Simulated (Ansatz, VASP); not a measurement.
# Sn in VASP and in Ansatz

File INCAR:

```
PREC = Accurate
ENCUT = 600
EDIFF = 1E-6
ISMEAR = 0
SIGMA = 0.1
LREAL = F
LASPH = T
NELM = 80
ALGO = Fast
ISIF = 3
LWAVE = F
LCHARG = F
GGA = PS
IBRION = 2
NSW = 100
EDIFFG = -0.01
```

The input KPOINTS:

```
regular mesh
0
Gamma
  20 20 20
```

Contents of POSCAR:

```
Sn
1.0
   -2.9401404553      2.9401404553      1.5993019889
    2.9401404553     -2.9401404553      1.5993019889
    2.9401404553      2.9401404553     -1.5993019889
Sn
2
Direct
    0.7500000000      0.2500000000      0.5000000000
    0.0000000000      0.0000000000      0.0000000000
```

Input for Ansatz:

```yaml
crystal:
  lattice:
    - [-2.9401404553, 2.9401404553, 1.5993019889]
    - [2.9401404553, -2.9401404553, 1.5993019889]
    - [2.9401404553, 2.9401404553, -1.5993019889]
  atoms:
    - { symbol: Sn, position: [0.75, 0.25, 0.5] }
    - { symbol: Sn, position: [0.0, 0.0, 0.0] }
basis:
  ecutwfc: 420
kpoints:
  mp_grid: { grid: [20, 20, 20] }
hamiltonian:
  xc: pbesol
scf:
  occupations: { method: gaussian, width: 0.1 }
output:
  forces: true
  stress: true
  eigenvalues: true
relax:
  adjacent_minimum: "off"
  f_tol: 0.01
  max_steps: 80
  cell: { stress_tol: 0.05 }
```

Alike in both runs: task relaxation of cell and atoms; functional PBEsol; k mesh 20 × 20 × 20; occupations gaussian, width 0.1 eV; no spin polarisation.

|  | VASP | Ansatz |
| --- | --- | --- |
| version | VASP 6.6.1 | Ansatz 0.2.0 |
| potentials or method | VASP PAW PBE potentials, release 64 (Sn_d), cutoff 600 eV | scalar-relativistic, plane waves, PAW |
| valence electrons in the cell | 28 | 28 |

```csv
,VASP,Ansatz,Ansatz less VASP
"gap on the k mesh at the Fermi level, each at its own relaxed structure (eV)",none,none,-
relaxed volume (Å³/atom),26.89,26.88,-0.004
relaxed cell length with the largest relative difference (Å),4.420,4.419,-0.0004
```

VASP's potentials were made for PBE, not for PBEsol. A gap of «none» marks a metal or a gap that the smearing closes.
